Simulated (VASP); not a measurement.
Wanted: the native input for a VASP 6.6.1 run.

* Task: single point
* Functional: PBE
* Potentials or basis: VASP PAW PBE potentials, release 64 (Sr_sv, Cd, Si, S)
* Cutoff: 520 eV
* k mesh: 4 × 4 × 4
* Occupations: gaussian, width 0.02 eV
* Spin: no spin polarisation
* Dipole correction: no
* Further INCAR settings: ALGO = Normal; EDIFF = 1e-07; NBANDS = 63

The structure of SrCdSiS4 lies in POSCAR:

```
SrCdSiS4
1.0
   10.4712346607      0.0000000000      0.0000000000
    0.0000000000      5.1447776268      3.2124113946
    0.0000000000     -5.1447776268      3.2124113946
Sr Cd Si S
2 2 2 8
Direct
    0.0000000000     -0.0016514624     -0.0016514624
    0.5000000000     -0.0016514624     -0.0016514624
    0.7500000000      0.2768296755      0.6032708337
    0.2500000000      0.6032708337      0.2768296755
    0.7500000000      0.7084507872      0.2704848776
    0.2500000000      0.2704848776      0.7084507872
    0.4149286486      0.4619182001      0.9167731629
    0.5850713514      0.9167731629      0.4619182001
    0.0850713514      0.4619182001      0.9167731629
    0.9149286486      0.9167731629      0.4619182001
    0.7500000000      0.7119736260      0.9147096271
    0.2500000000      0.9147096271      0.7119736260
    0.7500000000      0.3305680735      0.1940326984
    0.2500000000      0.1940326984      0.3305680735
```

One way to write it, as run:

INCAR

```
PREC     = Accurate       # precision mode
ENCUT    = 520            # plane-wave cutoff, eV
EDIFF    = 1E-7           # SCF threshold, eV
ISMEAR   = 0              # smearing method
SIGMA    = 0.02           # smearing width, eV
LREAL    = False          # projectors in reciprocal space
LASPH    = True           # aspherical terms in the spheres
NELM     = 100            # most SCF steps
ALGO     = Normal         # electronic algorithm
ISIF     = 2              # what is computed and relaxed
LWAVE    = False          # write WAVECAR
LCHARG   = True           # write CHGCAR
GGA      = PE             # functional
LELF     = True           # ELF
LVHAR    = True         
NBANDS   = 63             # bands
```

KPOINTS

```
regular mesh
0
Gamma
  4 4 4
```

Potentials or basis: VASP PAW PBE potentials, release 64 (Sr_sv, Cd, Si, S).

Launch:

```bash
$ cat potpaw_PBE.64/Sr_sv/POTCAR potpaw_PBE.64/Cd/POTCAR potpaw_PBE.64/Si/POTCAR potpaw_PBE.64/S/POTCAR > POTCAR
$ mpirun -np 1 vasp_std > vasp.out
```

Results of the run:

```
Pressure               : 0.0 GPa
Largest force          : 0.049 eV/Å
Band gap on the k mesh : 2.71 eV (least direct gap 2.94 eV)
```

Run time: 15 min on 1 thread of Intel Xeon 8259CL, on a shared host, peak memory 0.73 GiB.
